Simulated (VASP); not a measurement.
# CdS (I-4m2) in VASP: settings compared, part 3 of 3

VASP 6.6.1.

## (4) G0W0 quasiparticle levels, PBE

This run uses another cell than the first one, of 25.66 Å³/atom.

Contents of POSCAR:

```
CdS
1.0
    0.0000000000      3.0273912883      2.7995997332
    3.0273912883      0.0000000000      2.7995997332
    3.0273912883      3.0273912883      0.0000000000
Cd S
1 1
Direct
    0.0000000000      0.0000000000      0.0000000000
    0.2500000000      0.2500000000      0.2500000000
```

Contents of INCAR.step1:

```
PREC = Accurate
ENCUT = 500
EDIFF = 1E-8
ISMEAR = 0
SIGMA = 0.01
LREAL = False
LASPH = True
NELM = 60
ALGO = Normal
LWAVE = True
LCHARG = False
GGA = PE
```

Contents of INCAR.step2:

```
PREC = Accurate
ENCUT = 500
EDIFF = 1E-8
ISMEAR = 0
SIGMA = 0.01
LREAL = False
LASPH = True
NELM = 1
ALGO = Exact
LWAVE = True
LCHARG = False
GGA = PE
NBANDS = 223
LOPTICS = True
ISTART = 1
```

Contents of INCAR.step3:

```
PREC = Accurate
ENCUT = 500
EDIFF = 1E-8
ISMEAR = 0
SIGMA = 0.01
LREAL = False
LASPH = True
ALGO = EVGW0
LWAVE = False
LCHARG = False
GGA = PE
NELMGW = 1
NBANDS = 223
ENCUTGW = 150.0
NOMEGA = 96
PRECFOCK = Fast
ISTART = 1
NBANDSGW = 17
OMEGAMAX = 30
```

Contents of KPOINTS:

```
regular mesh
0
Gamma
  4 4 4
```

Potentials or basis: VASP PAW PBE potentials, release 64 (Cd_GW, S_GW).

Command:

```
$ cat potpaw_PBE.64/Cd_GW/POTCAR potpaw_PBE.64/S_GW/POTCAR > POTCAR
$ cp INCAR.step1 INCAR
$ mpirun -np 1 vasp_std > vasp.out
$ cp INCAR.step2 INCAR
$ mpirun -np 1 vasp_std > vasp.out
$ cp INCAR.step3 INCAR
$ mpirun -np 1 vasp_std > vasp.out
```

OUTCAR:

```text
PREC = Accurate
   ENCUT = 500
   EDIFF = 1E-8
   ISMEAR = 0
   LREAL = False
   LASPH = True
   GGA = PE
   NELMGW = 1
   ENCUTGW = 150.0
   PRECFOCK = Fast
   ISTART = 1

 ion  position               nearest neighbor table
   1  0.000  0.000  0.000-   2 2.56   2 2.56   2 2.56   2 2.56
   2  0.250  0.250  0.250-   1 2.56   1 2.56   1 2.56   1 2.56

  LATTYP: Found a body centered tetragonal cell.
 ALAT       =     4.2813778185
 C/A-ratio  =     1.3078031661

  Lattice vectors:

 A1 = (   0.0000000000,  -3.0273912883,  -2.7995997332)
 A2 = (   0.0000000000,   3.0273912883,  -2.7995997332)
 A3 = (   3.0273912883,   0.0000000000,   2.7995997332)

Analysis of symmetry for initial positions (statically):
=====================================================================
 Subroutine PRICEL returns:
 Original cell was already a primitive cell.

 Routine SETGRP: Setting up the symmetry group for a
 body centered tetragonal supercell.

 Subroutine GETGRP returns: Found  8 space group operations
 (whereof  8 operations were pure point group operations)
 out of a pool of 16 trial point group operations.

The static configuration has the point symmetry D_2d.

Analysis of symmetry for dynamics (positions and initial velocities):
=====================================================================
 Subroutine PRICEL returns:
 Original cell was already a primitive cell.

 Routine SETGRP: Setting up the symmetry group for a
 body centered tetragonal supercell.

 Subroutine GETGRP returns: Found  8 space group operations
 (whereof  8 operations were pure point group operations)
 out of a pool of 16 trial point group operations.

The dynamic configuration has the point symmetry D_2d.

 Subroutine INISYM returns: Found  8 space group operations
 (whereof  8 operations are pure point group operations),
 and found     1 'primitive' translations

----------------------------------------------------------------------------------------

                                     Primitive cell

  volume of cell :      51.3172

  direct lattice vectors                    reciprocal lattice vectors
     0.000000000  3.027391288  2.799599733    -0.165158697  0.165158697  0.178596959
     3.027391288  0.000000000  2.799599733     0.165158697 -0.165158697  0.178596959
     3.027391288  3.027391288  0.000000000     0.165158697  0.165158697 -0.178596959

  length of vectors
     4.123452034  4.123452034  4.281377819     0.294026639  0.294026639  0.294026639

  position of ions in fractional coordinates (direct lattice)
     0.000000000  0.000000000  0.000000000
     0.250000000  0.250000000  0.250000000

  ion indices of the primitive-cell ions
   primitive index   ion index
                 1           1
                 2           2

----------------------------------------------------------------------------------------

 KPOINTS: regular mesh

Automatic generation of k-mesh.
 Grid dimensions read from file:
 generate k-points for:    4    4    4

 Generating k-lattice:

  Cartesian coordinates                     Fractional coordinates (reciprocal lattice)
    -0.041289674  0.041289674  0.044649240     0.250000000  0.000000000  0.000000000
     0.041289674 -0.041289674  0.044649240     0.000000000  0.250000000  0.000000000
     0.041289674  0.041289674 -0.044649240     0.000000000  0.000000000  0.250000000

  Length of vectors
     0.073506660  0.073506660  0.073506660

  Shift w.r.t. Gamma in fractional coordinates (k-lattice)
     0.000000000  0.000000000  0.000000000

 Subroutine IBZKPT returns following result:
 ===========================================

 Found     13 irreducible k-points:

 Following reciprocal coordinates:
            Coordinates               Weight
  0.000000  0.000000  0.000000      1.000000
  0.250000  0.000000  0.000000      8.000000
  0.500000  0.000000  0.000000      4.000000
  0.250000  0.250000  0.000000      2.000000
  0.500000  0.250000  0.000000      8.000000
 -0.250000  0.250000  0.000000      4.000000
  0.500000  0.500000  0.000000      1.000000
  0.250000  0.000000  0.250000      4.000000
  0.500000  0.000000  0.250000     16.000000
 -0.250000  0.000000  0.250000      8.000000
 -0.250000  0.500000  0.250000      4.000000
  0.500000  0.000000  0.500000      2.000000
 -0.250000  0.250000  0.500000      2.000000
   k-points           NKPTS =     13   k-points in BZ     NKDIM =     64   number of bands    NBANDS=    223
   number of dos      NEDOS =    301   number of ions     NIONS =      2
   total plane-waves  NPLWV =  28800
   dimension x,y,z NGX =    30 NGY =   30 NGZ =   32
   dimension x,y,z NGXF=    60 NGYF=   60 NGZF=   64
   ions per type =               1   1
   NGX,Y,Z   is equivalent  to a cutoff of  12.10, 12.10, 12.43 a.u.
   NGXF,Y,Z  is equivalent  to a cutoff of  24.19, 24.19, 24.85 a.u.
 SYSTEM =  unknown system
   PREC   = accura    normal or accurate (medium, high low for compatibility)
   ISTART =      1    job   : 0-new  1-cont  2-samecut
   ICHARG =      0    charge: 1-file 2-atom 10-const
   ISPIN  =      1    spin polarized calculation?
   LNONCOLLINEAR =      F non collinear calculations
   LSORBIT =      F    spin-orbit coupling
   LASPH  =      T    aspherical Exc in radial PAW
   ENCUT  =  500.0 eV  36.75 Ry    6.06 a.u.   7.52  7.52  7.81*2*pi/ulx,y,z
   NELM   =     60;   NELMIN=  2; NELMDL=  0     # of ELM steps
   EDIFF  = 0.1E-07   stopping-criterion for ELM
   LREAL  =      F    real-space projection
   EDIFFG = 0.1E-06   stopping-criterion for IOM
   NSW    =      0    number of steps for IOM
   IBRION =     -1    ionic relax: 0-MD 1-quasi-New 2-CG
   NFREE  =      0    steps in history (QN), initial steepest desc. (CG)
   ISIF   =      0    stress and relaxation
   ISYM   =      3    0-nonsym 1-usesym 2-fastsym
   POTIM  = 0.5000    time-step for ionic-motion
   TEBEG  =    0.0;   TEEND  =   0.0 temperature during run
   PSTRESS=    0.0 pullay stress
   NELECT =      18.0000    total number of electrons
   NUPDOWN=      -1.0000    fix difference up-down
   EMIN   =  10.00;   EMAX   =-10.00  energy-range for DOS
   EFERMI =   0.00;   METHOD = LEGACY
   ISMEAR =     0;   SIGMA  =   0.01  broadening in eV -4-tet -1-fermi 0-gaus
   EFERMI_NEDOS =   21; number of points for ismear=-14 and -15
   IALGO  =     38    algorithm
   IMIX   =      4    mixing-type and parameters
     AMIX     =   0.40;   BMIX     =  1.00
     AMIX_MAG =   1.60;   BMIX_MAG =  1.00
  volume/ion in A,a.u.               =      25.66       173.15
  Fermi-wavevector in a.u.,A,eV,Ry     =   1.154546  2.181776 18.136252  1.332977
  Thomas-Fermi vector in A             =   2.291182
   LORBIT       =      0    0 simple, 1 ext, 2 COOP (PROOUT), +10 PAW based schemes
   GGA     = PE    functional components
   LHFCALC =     T    Hartree Fock is set to
   PRECFOCK=fast      Normal, Fast or Accurate (Low or Medium for compatibility)
   ENCUT4O =  -1.0   cutoff for four orbital integrals eV
   NKREDX  =     1    reduce k-point grid by
   NKREDY  =     1    reduce k-point grid by
   NKREDZ  =     1    reduce k-point grid by
   AEXX    =    1.0000 exact exchange contribution
   HFSCREEN=    0.0000 screening length (either q_TF or 0.3 A-1)
   HFSCREENC=   0.0000 screening length for correlation (either q_TF or 0.3 A-1)
   ENCUTFOCK=  -1.0 apply spherical cutoff to Coloumb kernel
   IVDW    =     0    specifies the selected vdW correction
   LEPSILON=     F    determine dielectric tensor
   LRPA    =     F    only Hartree local field effects (RPA)
   LRPAFORCE           =     F    calculate RPA forces
   ENCUTGW             = 150.0    cutoff for response function in eV
   ENCUTGWSOFT         = 120.0    soft cutoff for Coulomb kernel in GW response function in eV
   ENCUTLF             =  -1.0    cutoff for local field effects
   NELMGW              =     1    number of iterations in solving QP/BSE equation
   NELMHF              =     1    number of iterations in the inner HF iteration
   NKREDLFX            =     1    NKREDLFY  =   1   NKREDLFZ  =   1
 non-spin polarized calculation
 Gauss-broadening in eV      SIGMA  =   0.01
  energy-cutoff  :      500.00
  volume of cell :       51.32
 maximum number of plane-waves:      1324
  NGX = 18; NGY = 18; NGZ = 18
   NGX = 15   NGY = 15   NGZ = 15
 maximum number of plane-waves:       220
 NGX is ok and might be reduce to    18

 QP shifts <psi_nk| G(iteration)W_0 |psi_nk>: iteration 1
 for sc-GW calculations column KS-energies equals QP-energies in previous step
 and V_xc(KS)=  KS-energies - (<T + V_ion + V_H > + <T+V_H+V_ion>^1  + <V_x>^1)

 k-point   1 :       0.0000    0.0000    0.0000
  band No.  KS-energies  QP-energies   sigma(KS)   V_xc(KS)     V^pw_x(r,r')   Z            occupation Imag(sigma)

      1      -9.8087     -10.2462     -13.7091     -12.9910     -20.8684       0.6094       2.0000       1.1090
      2      -5.2937      -7.1499     -17.8484     -15.1699     -22.9196       0.6930       2.0000       0.2155
      3      -5.2937      -7.1499     -17.8484     -15.1699     -22.9196       0.6930       2.0000       0.2155
      4      -5.2534      -7.1049     -17.8863     -15.2144     -22.9859       0.6930       2.0000       0.2214
      5      -4.8693      -6.8379     -18.2771     -15.4690     -23.2151       0.7010       2.0000       0.1516
      6      -4.8431      -6.8324     -18.3415     -15.5170     -23.2701       0.7043       2.0000       0.1514
[... 9 lines left out ...]
     16      14.0801      14.3015      -9.2225      -9.5194      -3.9715       0.7457       0.0000      -0.3637
     17      15.0454      14.9020      -7.2627      -7.0748      -2.0909       0.7630       0.0000      -0.5120
[... 235 lines left out ...]
      1      -9.2960      -9.8194     -14.5257     -13.7086     -21.4854       0.6406       2.0000       1.0249
      2      -5.0977      -6.9751     -17.9327     -15.2437     -22.9666       0.6982       2.0000       0.2095
      3      -5.0265      -6.9649     -18.1951     -15.4295     -23.2216       0.7009       2.0000       0.1897
      4      -4.8900      -6.8558     -18.2639     -15.4679     -23.2366       0.7031       2.0000       0.1671
      5      -4.8434      -6.8246     -18.3108     -15.4928     -23.2496       0.7031       2.0000       0.1547
      6      -4.3124      -6.1614     -18.2877     -15.6617     -23.2254       0.7041       2.0000       0.1921
[... 9 lines left out ...]
     16      14.8541      15.2742      -9.8977     -10.4613      -4.2680       0.7455       0.0000      -0.4653
     17      15.4218      15.5450      -9.0335      -9.1968      -3.5466       0.7544       0.0000      -0.5305
```

It took 6.6 min on 1 thread of Intel Xeon 6975P-C (Granite Rapids), shared host; peak memory 0.72 GiB.

What came out:

```
Quasiparticle gap                                   : 1.71 eV
Least direct quasiparticle gap                      : 1.71 eV
Band gap of the starting levels on the mesh         : 0.92 eV
Least direct gap of the starting levels on the mesh : 0.92 eV
```

Caveat: the k points lie up to 0.46 Å⁻¹ apart; bands, screening cutoff and mesh are small and nothing is extrapolated, so the quasiparticle values aren't converged; the structure was generated, so it needn't be the stable form of CdS.

## (5) Summary

| task | level | potentials or basis | cell | k mesh | cutoff (eV) | GW scheme | GW iterations | cutoff of the response function | frequency points | empty bands | gap on the mesh (eV) |
| --- | --- | --- | --- | --- | --- | --- | --- | --- | --- | --- | --- |
| dielectric tensor | r2SCAN | VASP PAW PBE potentials, release 64 (Cd, S) | a = 4.196, b = 4.196, c = 3.990 Å, angles 61.6, 61.6, 56.8°, 2 atoms | 6 × 6 × 6 | 520 | - | - | - | - | - | 1.47 |
| dielectric tensor | r2SCAN | VASP PAW PBE potentials, release 64 (Cd, S) | a = 4.185, b = 4.185, c = 4.032 Å, angles 61.2, 61.2, 57.6°, 2 atoms | 6 × 6 × 6 | 520 | - | - | - | - | - | 1.49 |
| G0W0 quasiparticle levels | PBE | VASP PAW PBE potentials, release 64 (Cd_GW, S_GW) | a = 4.123, b = 4.123, c = 4.281 Å, angles 58.7, 58.7, 62.6°, 2 atoms | 4 × 4 × 4 | 500 | G0W0 | 1 | 150 | 96 | 214 | - |

Alike in all rows: no spin polarisation; smearing gaussian 0.01 eV.

Caveats: some runs use coarse meshes; the structure was generated, so it needn't be the stable form of CdS; the PAW data sets were made with another functional, which shifts forces and pressure a little (at least some runs); bands, screening cutoff and mesh are small and nothing is extrapolated, so the quasiparticle values aren't converged (at least some runs).

Total energies depend on the potentials used, so only differences within one code and one set of settings carry meaning.
